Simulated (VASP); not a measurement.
# ZnS: single point with PBEsol

The system is ZnS.

```
Zn S
1.0
     3.63156    0.00000    0.00000
    -1.81578    3.14502    0.00000
     0.00000    0.00000    6.73182
Zn S
2 2
Direct
  0.33333 0.66667 0.00544
  0.66667 0.33333 0.50544
  0.33333 0.66667 0.37956
  0.66667 0.33333 0.87956
```

```yaml
Program: VASP 6.6.1
Task: single point
Functional: PBEsol
Potentials_or_basis: VASP PAW PBE potentials, release 64 (Zn, S)
Cutoff: 520 eV
k_mesh: 9 × 9 × 6
Occupations: gaussian, width 0.05 eV
Spin: no spin polarisation
```

* Pressure: 1.9 GPa
* Largest force: 0.519 eV/Å
* Band gap on the k mesh: 1.61 eV

Forces on the atoms (eV/Å):
```
Zn   0.000  0.000  0.519
Zn   0.000  0.000  0.519
S    0.000  0.000 -0.519
S    0.000  0.000 -0.519
```

Stress tensor (GPa, compression positive):
```
 7.12  0.00  0.00
 0.00  7.12  0.00
 0.00  0.00 -8.48
```

Levels at points of the mesh, in eV from the valence-band top:
| k point | band 16 | band 17 | band 18 | band 19 | band 20 | band 21 |
| --- | --- | --- | --- | --- | --- | --- |
| (0.00, 0.00, 0.00) | -0.61 | 0.00 | 0.00 | 1.61 | 3.75 | 5.52 |
| (0.00, 0.00, 0.50) | -0.32 | -0.32 | -0.32 | 3.81 | 3.81 | 5.89 |

Run time: 110 s on 1 thread of Intel Xeon 8259CL (shared host), peak memory 0.23 GiB.

Caveat: the PAW data sets were made with another functional, which shifts forces and pressure a little. A hybrid or GW would open this gap; PBEsol tends to underestimate it.
